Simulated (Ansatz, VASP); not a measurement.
**Two plane-wave programs on SiGe**

```
Si Ge
1.0
     3.90060    0.00000    0.00000
    -1.95030    3.37802    0.00000
     0.00000    0.00000    6.70113
Si Ge
2 2
Cartesian
  1.9503 1.1260 5.8604
  0.0000 2.2520 2.5099
  1.9503 1.1260 3.3536
  0.0000 2.2520 0.0030
```

Change from the starting cell: strain +0.000 along x and y, +0.040 along z, atoms carried along.

Alike in both runs: task single point; functional PBEsol; k mesh 12 × 12 × 6; occupations gaussian, width 0.03 eV; no spin polarisation.

```csv
,VASP,Ansatz
version,VASP 6.6.1,Ansatz 0.2.0
potentials or method,"VASP PAW PBE potentials, release 64 (Si, Ge_d), cutoff 520 eV","scalar-relativistic, plane waves, PAW"
valence electrons in the cell,36,36
```

VASP gave:

```
gap on the k mesh at the Fermi level (eV)                     : 0.31
least direct gap on the mesh (eV)                             : 0.69
pressure (GPa)                                                : -2.8
traceless stress, the component that is largest in VASP (GPa) : -4.53
rms of the force components (eV/Å)                            : 0.153
```

Question: Which values does Ansatz return?

Answer: gap on the k mesh at the Fermi level (eV): 0.31; least direct gap on the mesh (eV): 0.69; pressure (GPa): -2.7; traceless stress, the component that is largest in VASP (GPa): -4.52; rms of the force components (eV/Å): 0.154.

VASP's potentials were made for PBE, not for PBEsol. Atom by atom the forces differ by 0.001 eV/Å (rms over components).
